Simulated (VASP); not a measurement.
# Sc (Fm-3m) in VASP: further runs

Runs on Sc. Level: PBE. Tasks: single point.

Program: VASP 6.6.1. These are calculated values, not measurements. Logs are shortened: lines on timing, memory, paths and dates and some standing lists are left out, and cuts for length are marked.

## (1) The cell of the first run

The structure is cubic, space group Fm-3m (No. 225). Conventional cell: a = 4.625 Å, b = 4.625 Å, c = 4.625 Å, α = 90.00°, β = 90.00°, γ = 90.00°. Sc (site symmetry m-3m) has 12 Sc at 3.27 Å within 4.3 Å.

This isn't the form of Sc at room conditions, which is hcp.

## (2) Single point, PBE

File INCAR:

```
SYSTEM = Sc
  PREC = Accurate
  ENCUT = 520
  EDIFF = 1E-6
  ISMEAR = -1
  SIGMA = 0.08
  LREAL = .FALSE.
  LASPH = .TRUE.
  NELM = 80
  ALGO = Normal
  ISIF = 2
  LWAVE = .FALSE.
  LCHARG = .FALSE.
  GGA = PE
  NBANDS = 18
```

File KPOINTS:

```
Automatic mesh
0
G
  11 11 8
  0 0 0
```

File POSCAR:

```
Sc
1.0
    2.3125339659      2.3125339659      0.0000000000
   -2.3125339659      2.3125339659      0.0000000000
    0.0000000000      0.0000000000      4.6250679318
Sc
2
Direct
    0.0000000000      0.0000000000      0.0000000000
    0.5000000000      0.5000000000      0.5000000000
```

Potentials or basis: VASP PAW PBE potentials, release 64 (Sc_sv).

The run is started by

```console
cat potpaw_PBE.64/Sc_sv/POTCAR > POTCAR
mpirun -np 1 vasp_std > vasp.out
```

OUTCAR:

```text
SYSTEM = Sc
   PREC = Accurate
   ENCUT = 520
   EDIFF = 1E-6
   ISMEAR = -1
   LREAL = .FALSE.
   LASPH = .TRUE.
   NELM = 80
   ISIF = 2
   GGA = PE

 ion  position               nearest neighbor table
   1  0.000  0.000  0.000-   2 3.27   2 3.27   2 3.27   2 3.27   2 3.27   2 3.27   2 3.27   2 3.27

   2  0.500  0.500  0.500-   1 3.27   1 3.27   1 3.27   1 3.27   1 3.27   1 3.27   1 3.27   1 3.27

  LATTYP: Found a simple tetragonal cell.
 ALAT       =     3.2704168980
 C/A-ratio  =     1.4142135624

  Lattice vectors:

 A1 = (   2.3125339659,   2.3125339659,   0.0000000000)
 A2 = (  -2.3125339659,   2.3125339659,   0.0000000000)
 A3 = (   0.0000000000,   0.0000000000,   4.6250679318)

Analysis of symmetry for initial positions (statically):
=====================================================================
 Subroutine PRICEL returns following result:

  LATTYP: Found a face centered cubic cell.
 ALAT       =     4.6250679318

  Lattice vectors:

 A1 = (   0.0000000000,  -2.3125339659,  -2.3125339659)
 A2 = (   2.3125339659,   0.0000000000,  -2.3125339659)
 A3 = (   2.3125339659,  -2.3125339659,   0.0000000000)

   2 primitive cells build up your supercell.

 Routine SETGRP: Setting up the symmetry group for a
 simple tetragonal supercell.

 Subroutine GETGRP returns: Found 16 space group operations
 (whereof 16 operations were pure point group operations)
 out of a pool of 16 trial point group operations.

The static configuration has the point symmetry D_4h.

Analysis of symmetry for dynamics (positions and initial velocities):
=====================================================================
 Subroutine PRICEL returns following result:

  LATTYP: Found a face centered cubic cell.
 ALAT       =     4.6250679318

  Lattice vectors:

 A1 = (   0.0000000000,  -2.3125339659,  -2.3125339659)
 A2 = (   2.3125339659,   0.0000000000,  -2.3125339659)
 A3 = (   2.3125339659,  -2.3125339659,   0.0000000000)

   2 primitive cells build up your supercell.

 Routine SETGRP: Setting up the symmetry group for a
 simple tetragonal supercell.

 Subroutine GETGRP returns: Found 16 space group operations
 (whereof 16 operations were pure point group operations)
 out of a pool of 16 trial point group operations.

The dynamic configuration has the point symmetry D_4h.

 Subroutine INISYM returns: Found 16 space group operations
 (whereof 16 operations are pure point group operations),
 and found     2 'primitive' translations

----------------------------------------------------------------------------------------

                                     Primitive cell

  volume of cell :      24.7340

  direct lattice vectors                    reciprocal lattice vectors
     0.000000000 -2.312533966 -2.312533966    -0.216213040 -0.216213040 -0.216213040
     2.312533966  0.000000000 -2.312533966     0.216213040  0.216213040 -0.216213040
     2.312533966 -2.312533966  0.000000000     0.216213040 -0.216213040  0.216213040

  length of vectors
     3.270416898  3.270416898  3.270416898     0.374491971  0.374491971  0.374491971

  position of ions in fractional coordinates (direct lattice)
     0.000000000  0.000000000  0.000000000

  ion indices of the primitive-cell ions
   primitive index   ion index
                 1           1

----------------------------------------------------------------------------------------

 KPOINTS: Automatic mesh

Automatic generation of k-mesh.
 Grid dimensions read from file:
 generate k-points for:   11   11    8

 Generating k-lattice:

  Cartesian coordinates                     Fractional coordinates (reciprocal lattice)
     0.019655731  0.019655731  0.000000000     0.090909091  0.000000000  0.000000000
    -0.019655731  0.019655731  0.000000000     0.000000000  0.090909091  0.000000000
     0.000000000  0.000000000  0.027026630     0.000000000  0.000000000  0.125000000

  Length of vectors
     0.027797401  0.027797401  0.027026630

  Shift w.r.t. Gamma in fractional coordinates (k-lattice)
     0.000000000  0.000000000  0.000000000

 Subroutine IBZKPT returns following result:
 ===========================================

 Found    105 irreducible k-points:

 Following reciprocal coordinates:
            Coordinates               Weight
  0.000000  0.000000  0.000000      1.000000
  0.090909  0.000000  0.000000      4.000000
  0.181818  0.000000  0.000000      4.000000
  0.272727  0.000000  0.000000      4.000000
  0.363636  0.000000  0.000000      4.000000
  0.454545  0.000000  0.000000      4.000000
[... 16 lines left out ...]
  0.090909  0.000000  0.125000      8.000000
  0.181818  0.000000  0.125000      8.000000
 [... further k-points ...]
   k-points           NKPTS =    105   k-points in BZ     NKDIM =    105   number of bands    NBANDS=     18
   number of dos      NEDOS =    301   number of ions     NIONS =      2
   total plane-waves  NPLWV =  20736
   dimension x,y,z NGX =    24 NGY =   24 NGZ =   36
   dimension x,y,z NGXF=    48 NGYF=   48 NGZF=   72
   ions per type =               2
   NGX,Y,Z   is equivalent  to a cutoff of  12.20, 12.20, 12.94 a.u.
   NGXF,Y,Z  is equivalent  to a cutoff of  24.40, 24.40, 25.88 a.u.
 SYSTEM =  Sc
   PREC   = accura    normal or accurate (medium, high low for compatibility)
   ISTART =      0    job   : 0-new  1-cont  2-samecut
   ICHARG =      2    charge: 1-file 2-atom 10-const
   ISPIN  =      1    spin polarized calculation?
   LNONCOLLINEAR =      F non collinear calculations
   LSORBIT =      F    spin-orbit coupling
   LASPH  =      T    aspherical Exc in radial PAW
   ENCUT  =  520.0 eV  38.22 Ry    6.18 a.u.   6.08  6.08  8.60*2*pi/ulx,y,z
   NELM   =     80;   NELMIN=  2; NELMDL= -5     # of ELM steps
   EDIFF  = 0.1E-05   stopping-criterion for ELM
   LREAL  =      F    real-space projection
   EDIFFG = 0.1E-04   stopping-criterion for IOM
   NSW    =      0    number of steps for IOM
   IBRION =     -1    ionic relax: 0-MD 1-quasi-New 2-CG
   NFREE  =      0    steps in history (QN), initial steepest desc. (CG)
   ISIF   =      2    stress and relaxation
   ISYM   =      2    0-nonsym 1-usesym 2-fastsym
   POTIM  = 0.5000    time-step for ionic-motion
   TEBEG  =    0.0;   TEEND  =   0.0 temperature during run
   PSTRESS=    0.0 pullay stress
   NELECT =      22.0000    total number of electrons
   NUPDOWN=      -1.0000    fix difference up-down
   EMIN   =  10.00;   EMAX   =-10.00  energy-range for DOS
   EFERMI =   0.00;   METHOD = LEGACY
   ISMEAR =    -1;   SIGMA  =   0.08  broadening in eV -4-tet -1-fermi 0-gaus
   EFERMI_NEDOS =   21; number of points for ismear=-14 and -15
   IALGO  =     38    algorithm
   IMIX   =      4    mixing-type and parameters
     AMIX     =   0.40;   BMIX     =  1.00
     AMIX_MAG =   1.60;   BMIX_MAG =  1.00
  volume/ion in A,a.u.               =      24.73       166.91
  Fermi-wavevector in a.u.,A,eV,Ry     =   1.249609  2.361419 21.245818  1.561524
  Thomas-Fermi vector in A             =   2.383642
   LORBIT       =      0    0 simple, 1 ext, 2 COOP (PROOUT), +10 PAW based schemes
   GGA     = PE    functional components
   LHFCALC =     F    Hartree Fock is set to
   AEXX    =    0.0000 exact exchange contribution
   IVDW    =     0    specifies the selected vdW correction
   LEPSILON=     F    determine dielectric tensor
   LRPA    =     F    only Hartree local field effects (RPA)
 non-spin polarized calculation
  energy-cutoff  :      520.00
  volume of cell :       49.47
 maximum number of plane-waves:      1352
   NGX = 13   NGY = 13   NGZ = 17

 number of electron      21.9999998 magnetization

 Free energy of the ion-electron system (eV)
  ---------------------------------------------------
  ext. energy  EPLUGINS =         0.00000000
  ---------------------------------------------------
  free energy    TOTEN  =       -12.44377537 eV

  energy without entropy =      -12.36065762  energy(sigma->0) =      -12.40221650

 E-fermi :   3.7211     XC(G=0):  -9.8615

 val. band max:        3.7178313064   @ k =   0.0909   0.0909   0.3750
 cond. band min:       3.7218824473   @ k =   0.4545   0.1818   0.0000
 fundamental gap:      0.0040511409
 Fermi energy:         3.7210544072

 k-point     1 :       0.0000    0.0000    0.0000
  band No.  band energies     occupation
      1     -45.7263      2.00000
      2     -45.6491      2.00000
      3     -24.5094      2.00000
      4     -24.2834      2.00000
      5     -24.2834      2.00000
      6     -24.1451      2.00000
[... 10 lines left out ...]
     17       6.6652      0.00000
     18       7.5473      0.00000

 k-point     2 :       0.0909    0.0000    0.0000
  band No.  band energies     occupation
      1     -45.7232      2.00000
      2     -45.6491      2.00000
      3     -24.5004      2.00000
      4     -24.2974      2.00000
      5     -24.2793      2.00000
      6     -24.1648      2.00000
[... 10 lines left out ...]
     17       6.6648      0.00000
     18       7.3841      0.00000

 k-point     3 :       0.1818    0.0000    0.0000
  band No.  band energies     occupation
      1     -45.7145      2.00000
      2     -45.6495      2.00000
      3     -24.4746      2.00000
      4     -24.3340      2.00000
      5     -24.2674      2.00000
      6     -24.2184      2.00000
[... 10 lines left out ...]
     17       6.7104      0.00000
     18       6.9923      0.00000

 k-point     4 :       0.2727    0.0000    0.0000
  band No.  band energies     occupation
      1     -45.7019      2.00000
      2     -45.6513      2.00000
      3     -24.4350      2.00000
      4     -24.3793      2.00000
      5     -24.2901      2.00000
      6     -24.2495      2.00000
[... 375 lines left out ...]
      4     -24.2782      2.00000
      5     -24.2782      2.00000
      6     -24.1601      2.00000
[... 10 lines left out ...]
     17       6.6962      0.00000
     18       7.5191      0.00000

 k-point    23 :       0.0909    0.0000    0.1250
  band No.  band energies     occupation
      1     -45.7204      2.00000
      2     -45.6519      2.00000
      3     -24.4896      2.00000
      4     -24.2909      2.00000
      5     -24.2742      2.00000
      6     -24.1854      2.00000
[... 10 lines left out ...]
     17       6.6346      0.00000
     18       7.2433      0.00000

 k-point    24 :       0.1818    0.0000    0.1250
  band No.  band energies     occupation
      1     -45.7120      2.00000
      2     -45.6520      2.00000
      3     -24.4713      2.00000
      4     -24.3219      2.00000
      5     -24.2629      2.00000
      6     -24.2415      2.00000
[... 10 lines left out ...]
     17       6.6427      0.00000
     18       6.8199      0.00000

 [... further k-points ...]

------------------------ aborting loop because EDIFF is reached ----------------------------------------

  FORCE on cell =-STRESS in cart. coord.  units (eV):
  Direction    XX          YY          ZZ          XY          YZ          ZX
  --------------------------------------------------------------------------------------
  -------------------------------------------------------------------------------------
  Total       -0.0026799     -0.0026799     -0.0045818      0.0000000      0.0000000     -0.0000000
  in kB       -0.0867980     -0.0867980     -0.1483963      0.0000000      0.0000000     -0.0000000
  external PRESSURE =      -0.1073308 kB  Pullay stress =       0.0000000 kB

 VOLUME and BASIS-vectors are now :
 -----------------------------------------------------------------------------
  energy-cutoff  :      520.00
  volume of cell :       49.47
      direct lattice vectors                 reciprocal lattice vectors
     2.312533966  2.312533966  0.000000000     0.216213040  0.216213040  0.000000000
    -2.312533966  2.312533966  0.000000000    -0.216213040  0.216213040  0.000000000
     0.000000000  0.000000000  4.625067932     0.000000000  0.000000000  0.216213040

 POSITION                                       TOTAL-FORCE (eV/Angst)
 -----------------------------------------------------------------------------------
      0.00000      0.00000      0.00000        -0.000000      0.000000      0.000000
      0.00000      2.31253      2.31253         0.000000     -0.000000     -0.000000
 -----------------------------------------------------------------------------------
    total drift:                               -0.000000      0.000000     -0.000000

  FREE ENERGIE OF THE ION-ELECTRON SYSTEM (eV)
  ---------------------------------------------------
  free  energy   TOTEN  =       -12.4437753680 eV

  energy  without entropy=      -12.3606576228  energy(sigma->0) =      -12.40221650
```

Wall time 77 s (1 thread of Intel Xeon Platinum 8259CL at 2.50GHz (Skylake/Cascade Lake), shared host); peak memory 0.2 GiB.

What came out:

* Free energy: -12.4438 eV
* Pressure: 0.0 GPa
* Band gap on the k mesh: zero (bands 11 and 12 overlap by 0.94 eV)

Levels at points of the mesh, in eV from the Fermi level:
```
           k point  band 8  band 9  band 10  band 11  band 12  band 13  band 14  band 15
(0.00, 0.00, 0.00)  -27.87   -5.19    -1.51    -0.62     1.57     1.57     1.57     1.90
(0.00, 0.00, 0.50)  -27.94   -3.30    -3.30     0.33     0.33     1.67     1.67     2.47
```

## (3) Single point, PBE

File INCAR:

```
PREC = Accurate
ENCUT = 520
EDIFF = 1E-6
ISMEAR = -1
SIGMA = 0.08
LREAL = F
LASPH = T
NELM = 80
ALGO = Normal
ISIF = 2
LWAVE = F
LCHARG = F
GGA = PE
NBANDS = 18
```

File KPOINTS:

```
Automatic mesh
0
Gamma
  11 11 8
```

POSCAR is that of step 2.

Potentials or basis: VASP PAW PBE potentials, release 64 (Sc_sv).

The run is started by

```console
cat potpaw_PBE.64/Sc_sv/POTCAR > POTCAR
mpirun -np 1 vasp_std > vasp.out
```

It took 78 s on 1 thread of Intel Xeon Platinum 8259CL at 2.50GHz (Skylake/Cascade Lake), shared host; peak memory 0.2 GiB.

Results (log left out):

```yaml
Free_energy: -12.4438 eV
Pressure: 0.0 GPa
Band_gap_on_the_k_mesh: zero (bands 11 and 12 overlap by 0.94 eV)
```

Levels at points of the mesh, in eV from the Fermi level:
```csv
k point,band 8,band 9,band 10,band 11,band 12,band 13,band 14,band 15
"(0.00, 0.00, 0.00)",-27.87,-5.19,-1.51,-0.62,1.57,1.57,1.57,1.90
"(0.00, 0.00, 0.50)",-27.94,-3.30,-3.30,0.33,0.33,1.67,1.67,2.47
```
